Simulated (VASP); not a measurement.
Set up this calculation in VASP 6.6.1, as the native input.

```yaml
Task: single point
Functional: r2SCAN
Dispersion: D3(BJ)
Potentials_or_basis: VASP PAW PBE potentials, release 64 (Ba_sv)
Cutoff: 520 eV
k_mesh: 9 × 9 × 9
Occupations: fermi-dirac, width 0.1 eV
Spin: no spin polarisation
Dipole_correction: no
Further_INCAR_settings: ALGO = Normal; EDIFF = 1e-06; NBANDS = 11
```

Ba:

```
CELL_PARAMETERS angstrom
-0.08082 3.23266 3.23266
3.23266 -0.08082 3.23266
3.15185 3.15185 0.00000
ATOMIC_POSITIONS crystal
Ba 0.00000 0.00000 0.00000
```

The input as run:

POSCAR

```
Ba
1.0
   -0.0808166250      3.2326650000      3.2326650000
    3.2326650000     -0.0808166250      3.2326650000
    3.1518483750      3.1518483750      0.0000000000
Ba
1
Direct
    0.0000000000      0.0000000000      0.0000000000
```

INCAR.step1

```
PREC     = Accurate       # precision mode
ENCUT    = 520            # plane-wave cutoff, eV
ISMEAR   = -1             # smearing method
SIGMA    = 0.1            # smearing width, eV
LREAL    = F              # projectors in reciprocal space
LASPH    = T              # aspherical terms in the spheres
NELM     = 100            # most SCF steps
NBANDS   = 11             # bands
GGA      = PE             # functional
ALGO     = Normal         # electronic algorithm
EDIFF    = 1E-4           # SCF threshold, eV
LWAVE    = T              # write WAVECAR
LCHARG   = F              # write CHGCAR
```

INCAR.step2

```
PREC     = Accurate       # precision mode
ENCUT    = 520            # plane-wave cutoff, eV
EDIFF    = 1E-6           # SCF threshold, eV
ISMEAR   = -1             # smearing method
SIGMA    = 0.1            # smearing width, eV
LREAL    = F              # projectors in reciprocal space
LASPH    = T              # aspherical terms in the spheres
NELM     = 100            # most SCF steps
ALGO     = Normal         # electronic algorithm
ISIF     = 2              # what is computed and relaxed
LWAVE    = F              # write WAVECAR
LCHARG   = F              # write CHGCAR
METAGGA  = R2SCAN         # meta-GGA
LMIXTAU  = T            
IVDW     = 12             # dispersion correction
VDW_S6   = 1.0          
VDW_S8   = 0.78981345   
VDW_A1   = 0.49484001   
VDW_A2   = 5.73083694   
NBANDS   = 11             # bands
ISTART   = 1
```

KPOINTS

```
Automatic mesh
0
Gamma
  9 9 9
```

Potentials or basis: VASP PAW PBE potentials, release 64 (Ba_sv).

Launch:

```bash
$ cat potpaw_PBE.64/Ba_sv/POTCAR > POTCAR
$ cp INCAR.step1 INCAR
$ mpirun -np 1 vasp_std > vasp.out
$ cp INCAR.step2 INCAR
$ mpirun -np 1 vasp_std > vasp.out
```

Results of the run:

The pressure is -0.2 GPa, the band gap on the k mesh is zero (bands 5 and 6 overlap by 0.15 eV) and the dispersion energy per atom is -0.088 eV.

Caveat: the PAW data sets were made with another functional, which shifts forces and pressure a little; spin-orbit coupling is left out, which moves the levels of the heavy elements.

Run time: 4.4 min on 1 thread of AMD EPYC 9R45 (Zen 5) (shared host), peak memory 0.25 GiB.
